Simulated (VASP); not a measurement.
# CaInSiH (P4/nmm) in VASP: single point with LDA

Aim: the single point of CaInSiH with LDA.

All numbers are computed with VASP 6.6.1; they aren't measurements. Logs are shortened: lines on timing, memory, paths and dates and some standing lists are left out, and cuts for length are marked.

## Step 1: The cell of the first run

It takes space group P4/nmm (No. 129, tetragonal). Conventional cell: a = 4.239 Å, b = 4.239 Å, c = 8.222 Å, α = 90.00°, β = 90.00°, γ = 90.00°. Ca (site symmetry 4mm) has 4 H at 2.46 Å within 3.2 Å. Within 3.3 Å of In (site symmetry -4m2) lie 4 Si at 2.50 Å and 4 In at 3.00 Å. Within 3.6 Å of Si (site symmetry 4mm) lie 4 In at 2.50 Å and 4 Ca at 3.38 Å and 4 H at 3.50 Å. H (site symmetry -4m2) has 4 Ca at 2.46 Å and 4 H at 3.00 Å within 3.2 Å.

## Step 2: Single point, LDA

INCAR reads:

```
SYSTEM = CaInSiH
PREC     = Accurate       ! precision mode
ENCUT    = 520            ! plane-wave cutoff, eV
EDIFF    = 1E-7           ! SCF threshold, eV
ISMEAR   = 1              ! smearing method
SIGMA    = 0.0191         ! smearing width, eV
LREAL    = .False.        ! projectors in reciprocal space
LASPH    = .True.         ! aspherical terms in the spheres
NELM     = 60             ! most SCF steps
ALGO     = Normal         ! electronic algorithm
ISIF     = 2              ! what is computed and relaxed
LWAVE    = .False.        ! write WAVECAR
LCHARG   = .False.        ! write CHGCAR
GGA      = CA             ! functional
NBANDS   = 38             ! bands
```

KPOINTS reads:

```
regular mesh
0
Gamma
  6 6 3
  0 0 0
```

POSCAR reads:

```
CaInSiH
1.0
    4.2393090000      0.0000000000      0.0000000000
    0.0000000000      4.2393090000      0.0000000000
    0.0000000000      0.0000000000      8.2217790000
Ca In Si H
2 2 2 2
Direct
    0.2500000000      0.2500000000      0.1507000000
    0.7500000000      0.7500000000      0.8493000000
    0.7500000000      0.2500000000      0.5000000000
    0.2500000000      0.7500000000      0.5000000000
    0.2500000000      0.2500000000      0.6605000000
    0.7500000000      0.7500000000      0.3395000000
    0.7500000000      0.2500000000      0.0000000000
    0.2500000000      0.7500000000      0.0000000000
```

Potentials or basis: VASP PAW LDA potentials, release 64 (Ca_sv, In_d, Si, H).

Started as:

```sh
$ cat potpaw_LDA.64/Ca_sv/POTCAR potpaw_LDA.64/In_d/POTCAR potpaw_LDA.64/Si/POTCAR potpaw_LDA.64/H/POTCAR > POTCAR
$ mpirun -np 1 vasp_std > vasp.out
```

OUTCAR:

```text
SYSTEM = CaInSiH
   PREC = Accurate
   ENCUT = 520
   EDIFF = 1E-7
   ISMEAR = 1
   LREAL = .False.
   LASPH = .True.
   NELM = 60
   ISIF = 2
   GGA = CA

 ion  position               nearest neighbor table
   1  0.250  0.250  0.151-   3 3.57   4 3.57   4 3.57   3 3.57
   2  0.750  0.750  0.849-   3 3.57   4 3.57   3 3.57   4 3.57
   3  0.750  0.250  0.500-   5 2.50   6 2.50   6 2.50   5 2.50   4 3.00   4 3.00   4 3.00   4 3.00
                             1 3.57   2 3.57   2 3.57   1 3.57
   4  0.250  0.750  0.500-   5 2.50   6 2.50   5 2.50   6 2.50   3 3.00   3 3.00   3 3.00   3 3.00
                             2 3.57   1 3.57   2 3.57   1 3.57
   5  0.250  0.250  0.660-   3 2.50   4 2.50   4 2.50   3 2.50
   6  0.750  0.750  0.340-   3 2.50   4 2.50   3 2.50   4 2.50
   7  0.750  0.250  0.000-
   8  0.250  0.750  0.000-

  LATTYP: Found a simple tetragonal cell.
 ALAT       =     4.2393090000
 C/A-ratio  =     1.9394148905

  Lattice vectors:

 A1 = (   4.2393090000,   0.0000000000,   0.0000000000)
 A2 = (   0.0000000000,   4.2393090000,   0.0000000000)
 A3 = (   0.0000000000,   0.0000000000,   8.2217790000)

Analysis of symmetry for initial positions (statically):
=====================================================================
 Subroutine PRICEL returns:
 Original cell was already a primitive cell.

 Routine SETGRP: Setting up the symmetry group for a
 simple tetragonal supercell.

 Subroutine GETGRP returns: Found 16 space group operations
 (whereof  4 operations were pure point group operations)
 out of a pool of 16 trial point group operations.

The static configuration has the point symmetry C_2h.
 The point group associated with its full space group is D_4h.

Analysis of symmetry for dynamics (positions and initial velocities):
=====================================================================
 Subroutine PRICEL returns:
 Original cell was already a primitive cell.

 Routine SETGRP: Setting up the symmetry group for a
 simple tetragonal supercell.

 Subroutine GETGRP returns: Found 16 space group operations
 (whereof  4 operations were pure point group operations)
 out of a pool of 16 trial point group operations.

The dynamic configuration has the point symmetry C_2h.
 The point group associated with its full space group is D_4h.

 Subroutine INISYM returns: Found 16 space group operations
 (whereof  4 operations are pure point group operations),
 and found     1 'primitive' translations

----------------------------------------------------------------------------------------

                                     Primitive cell

  volume of cell :     147.7597

  direct lattice vectors                    reciprocal lattice vectors
     4.239309000  0.000000000  0.000000000     0.235887500  0.000000000  0.000000000
     0.000000000  4.239309000  0.000000000     0.000000000  0.235887500  0.000000000
     0.000000000  0.000000000  8.221779000     0.000000000  0.000000000  0.121628178

  length of vectors
     4.239309000  4.239309000  8.221779000     0.235887500  0.235887500  0.121628178

  position of ions in fractional coordinates (direct lattice)
     0.250000000  0.250000000  0.150700000
     0.750000000  0.750000000  0.849300000
     0.750000000  0.250000000  0.500000000
     0.250000000  0.750000000  0.500000000
     0.250000000  0.250000000  0.660500000
     0.750000000  0.750000000  0.339500000
     0.750000000  0.250000000  0.000000000
     0.250000000  0.750000000  0.000000000

  ion indices of the primitive-cell ions
   primitive index   ion index
                 1           1
                 2           2
                 3           3
                 4           4
                 5           5
                 6           6
                 7           7
                 8           8

----------------------------------------------------------------------------------------

 KPOINTS: regular mesh

Automatic generation of k-mesh.
 Grid dimensions read from file:
 generate k-points for:    6    6    3

 Generating k-lattice:

  Cartesian coordinates                     Fractional coordinates (reciprocal lattice)
     0.039314583  0.000000000  0.000000000     0.166666667  0.000000000  0.000000000
     0.000000000  0.039314583  0.000000000     0.000000000  0.166666667  0.000000000
     0.000000000  0.000000000  0.040542726     0.000000000  0.000000000  0.333333333

  Length of vectors
     0.039314583  0.039314583  0.040542726

  Shift w.r.t. Gamma in fractional coordinates (k-lattice)
     0.000000000  0.000000000  0.000000000

 Subroutine IBZKPT returns following result:
 ===========================================

 Found     20 irreducible k-points:

 Following reciprocal coordinates:
            Coordinates               Weight
  0.000000  0.000000  0.000000      1.000000
  0.166667  0.000000  0.000000      4.000000
  0.333333  0.000000  0.000000      4.000000
  0.500000  0.000000  0.000000      2.000000
  0.166667  0.166667  0.000000      4.000000
  0.333333  0.166667  0.000000      8.000000
[... 12 lines left out ...]
  0.500000  0.333333  0.333333      8.000000
  0.500000  0.500000  0.333333      2.000000
   k-points           NKPTS =     20   k-points in BZ     NKDIM =     20   number of bands    NBANDS=     38
   number of dos      NEDOS =    301   number of ions     NIONS =      8
   total plane-waves  NPLWV =  65536
   dimension x,y,z NGX =    32 NGY =   32 NGZ =   64
   dimension x,y,z NGXF=    64 NGYF=   64 NGZF=  128
   ions per type =               2   2   2   2
   NGX,Y,Z   is equivalent  to a cutoff of  12.55, 12.55, 12.94 a.u.
   NGXF,Y,Z  is equivalent  to a cutoff of  25.10, 25.10, 25.88 a.u.
 SYSTEM =  CaInSiH
   PREC   = accura    normal or accurate (medium, high low for compatibility)
   ISTART =      0    job   : 0-new  1-cont  2-samecut
   ICHARG =      2    charge: 1-file 2-atom 10-const
   ISPIN  =      1    spin polarized calculation?
   LNONCOLLINEAR =      F non collinear calculations
   LSORBIT =      F    spin-orbit coupling
   LASPH  =      T    aspherical Exc in radial PAW
   ENCUT  =  520.0 eV  38.22 Ry    6.18 a.u.   7.88  7.88 15.29*2*pi/ulx,y,z
   NELM   =     60;   NELMIN=  2; NELMDL= -5     # of ELM steps
   EDIFF  = 0.1E-06   stopping-criterion for ELM
   LREAL  =      F    real-space projection
   EDIFFG = 0.1E-05   stopping-criterion for IOM
   NSW    =      0    number of steps for IOM
   IBRION =     -1    ionic relax: 0-MD 1-quasi-New 2-CG
   NFREE  =      0    steps in history (QN), initial steepest desc. (CG)
   ISIF   =      2    stress and relaxation
   ISYM   =      2    0-nonsym 1-usesym 2-fastsym
   POTIM  = 0.5000    time-step for ionic-motion
   TEBEG  =    0.0;   TEEND  =   0.0 temperature during run
   PSTRESS=    0.0 pullay stress
   NELECT =      56.0000    total number of electrons
   NUPDOWN=      -1.0000    fix difference up-down
   EMIN   =  10.00;   EMAX   =-10.00  energy-range for DOS
   EFERMI =   0.00;   METHOD = LEGACY
   ISMEAR =     1;   SIGMA  =   0.02  broadening in eV -4-tet -1-fermi 0-gaus
   EFERMI_NEDOS =   21; number of points for ismear=-14 and -15
   IALGO  =     38    algorithm
   IMIX   =      4    mixing-type and parameters
     AMIX     =   0.40;   BMIX     =  1.00
     AMIX_MAG =   1.60;   BMIX_MAG =  1.00
  volume/ion in A,a.u.               =      18.47       124.64
  Fermi-wavevector in a.u.,A,eV,Ry     =   1.184729  2.238812 19.096889  1.403582
  Thomas-Fermi vector in A             =   2.320937
   LORBIT       =      0    0 simple, 1 ext, 2 COOP (PROOUT), +10 PAW based schemes
   GGA     = CA    functional components
   LHFCALC =     F    Hartree Fock is set to
   AEXX    =    0.0000 exact exchange contribution
   IVDW    =     0    specifies the selected vdW correction
   LEPSILON=     F    determine dielectric tensor
   LRPA    =     F    only Hartree local field effects (RPA)
 non-spin polarized calculation
 Methfessel and Paxton  Order N= 1 SIGMA  =   0.02
  energy-cutoff  :      520.00
  volume of cell :      147.76
 maximum number of plane-waves:      4012
 NGX is ok and might be reduce to    32
   NGX = 15   NGY = 15   NGZ = 31

 number of electron      56.0000010 magnetization

 Free energy of the ion-electron system (eV)
  ---------------------------------------------------
  ext. energy  EPLUGINS =         0.00000000
  ---------------------------------------------------
  free energy    TOTEN  =       -30.37494620 eV

  energy without entropy =      -30.37499014  energy(sigma->0) =      -30.37496085

 E-fermi :   5.8601     XC(G=0):  -9.9980

 val. band max:        5.8452121510   @ k =   0.0000   0.0000   0.0000
 cond. band min:       5.8755716015   @ k =   0.0000   0.0000   0.3333
 fundamental gap:      0.0303594505
 Fermi energy:         5.8601132426

 k-point     1 :       0.0000    0.0000    0.0000
  band No.  band energies     occupation
      1     -35.1081      2.00000
      2     -35.0971      2.00000
      3     -16.4954      2.00000
      4     -16.4316      2.00000
      5     -16.3777      2.00000
      6     -16.3777      2.00000
[... 30 lines left out ...]
     37       9.4046      0.00000
     38       9.6834      0.00000

 k-point     2 :       0.1667    0.0000    0.0000
  band No.  band energies     occupation
      1     -35.1069      2.00000
      2     -35.0974      2.00000
      3     -16.4918      2.00000
      4     -16.4395      2.00000
      5     -16.3807      2.00000
      6     -16.3745      2.00000
[... 30 lines left out ...]
     37       9.0763      0.00000
     38       9.1971      0.00000
[... 695 lines left out ...]
     37       9.9638      0.00000
     38       9.9735      0.00000

 k-point    20 :       0.5000    0.5000    0.3333
  band No.  band energies     occupation
      1     -35.0990      2.00000
      2     -35.0990      2.00000
      3     -16.4524      2.00000
      4     -16.4524      2.00000
      5     -16.4274      2.00000
      6     -16.4274      2.00000
[... 30 lines left out ...]
     37      10.0161      0.00000
     38      10.0164      0.00000

------------------------ aborting loop because EDIFF is reached ----------------------------------------

  FORCE on cell =-STRESS in cart. coord.  units (eV):
  Direction    XX          YY          ZZ          XY          YZ          ZX
  --------------------------------------------------------------------------------------
  -------------------------------------------------------------------------------------
  Total        6.6995638      6.6995638      4.6687436      0.0000000      0.0000000      0.0000000
  in kB       72.6442365     72.6442365     50.6237907      0.0000000      0.0000000      0.0000000
  external PRESSURE =      65.3040879 kB  Pullay stress =       0.0000000 kB

 VOLUME and BASIS-vectors are now :
 -----------------------------------------------------------------------------
  energy-cutoff  :      520.00
  volume of cell :      147.76
      direct lattice vectors                 reciprocal lattice vectors
     4.239309000  0.000000000  0.000000000     0.235887500  0.000000000  0.000000000
     0.000000000  4.239309000  0.000000000     0.000000000  0.235887500  0.000000000
     0.000000000  0.000000000  8.221779000     0.000000000  0.000000000  0.121628178

 POSITION                                       TOTAL-FORCE (eV/Angst)
 -----------------------------------------------------------------------------------
      1.05983      1.05983      1.23902        -0.000000      0.000000     -0.618804
      3.17948      3.17948      6.98276        -0.000000      0.000000      0.618804
      3.17948      1.05983      4.11089         0.000000     -0.000000     -0.000000
      1.05983      3.17948      4.11089        -0.000000      0.000000     -0.000000
      1.05983      1.05983      5.43049        -0.000000     -0.000000      3.499566
      3.17948      3.17948      2.79129         0.000000      0.000000     -3.499566
      3.17948      1.05983      0.00000        -0.000000      0.000000     -0.000000
      1.05983      3.17948      0.00000        -0.000000      0.000000     -0.000000
 -----------------------------------------------------------------------------------
    total drift:                                0.000000     -0.000000     -0.000000

  FREE ENERGIE OF THE ION-ELECTRON SYSTEM (eV)
  ---------------------------------------------------
  free  energy   TOTEN  =       -30.3749462023 eV

  energy  without entropy=      -30.3749901381  energy(sigma->0) =      -30.37496085
```

Wall time 88 s (1 thread of Intel Xeon Platinum 8488C (Sapphire Rapids), shared host); peak memory 0.27 GiB.

What came out:

```yaml
Free_energy: -30.3749 eV
Pressure: 6.5 GPa
Largest_force: 3.500 eV/Å
Band_gap_on_the_k_mesh: zero (bands 28 and 29 overlap by 0.26 eV)
```

Forces in eV/Å, atoms in the order of the input:
```
Ca   0.000  0.000 -0.619
Ca   0.000  0.000  0.619
In   0.000  0.000  0.000
In   0.000  0.000  0.000
Si   0.000  0.000  3.500
Si   0.000  0.000 -3.500
H    0.000  0.000  0.000
H    0.000  0.000  0.000
```

Levels at points of the mesh, in eV from the Fermi level:
```tsv
k point	band 24	band 25	band 26	band 27	band 28	band 29	band 30	band 31	band 32	band 33
(0.00, 0.00, 0.00)	-2.70	-1.84	-1.59	-1.05	-0.20	-0.01	-0.01	0.69	2.54	2.63
(0.50, 0.00, 0.00)	-3.78	-1.74	-1.74	-0.58	-0.58	0.33	0.33	1.77	1.77	1.78
(0.50, 0.50, 0.00)	-3.38	-3.08	-3.08	-2.84	-2.84	0.59	0.59	2.38	2.38	4.05
```

Caveat: the cell stands under pressure; spin-orbit coupling is left out, which moves the levels of the heavy elements; forces of over 1 eV/Å act on the atoms, so gaps and moduli don't describe the material at rest.
